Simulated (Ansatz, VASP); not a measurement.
**Two plane-wave programs on V**

```
CELL_PARAMETERS angstrom
3.09693 0.00000 0.00000
0.00000 4.37972 0.00000
0.00000 0.00000 23.01568
ATOMIC_POSITIONS crystal
V 0.00000 0.59676 0.55479
V 0.50000 0.09672 0.54295
V 0.50000 0.60379 0.63949
V 0.00000 0.10279 0.63661
V 0.00000 0.60861 0.72126
V 0.50000 0.10354 0.72043
```

Alike in both runs: task single point; functional PBE; k mesh 12 × 8 × 1; occupations methfessel-paxton of order 1, width 0.1 eV; no spin polarisation.

|  | VASP | Ansatz |
| --- | --- | --- |
| version | VASP 6.6.1 | Ansatz 0.2.0 |
| potentials or method | VASP PAW PBE potentials, release 64 (V_sv), cutoff 400 eV | scalar-relativistic, plane waves, PAW |
| valence electrons in the cell | 78 | 78 |

Ansatz gave:

| Property | Result |
| --- | --- |
| gap on the k mesh at the Fermi level (eV) | none |
| rms of the force components (eV/Å) | 0.290 |

**Question.** Which values does VASP return?

**Answer.** gap on the k mesh at the Fermi level (eV): none; rms of the force components (eV/Å): 0.291.

Atom by atom the forces differ by 0.011 eV/Å (rms over components). A gap of «none» marks a metal or a gap that the smearing closes. With one functional, cell and mesh, what is left measures potentials, basis and numerics. Ansatz's warnings: xc potential rough in thin density.
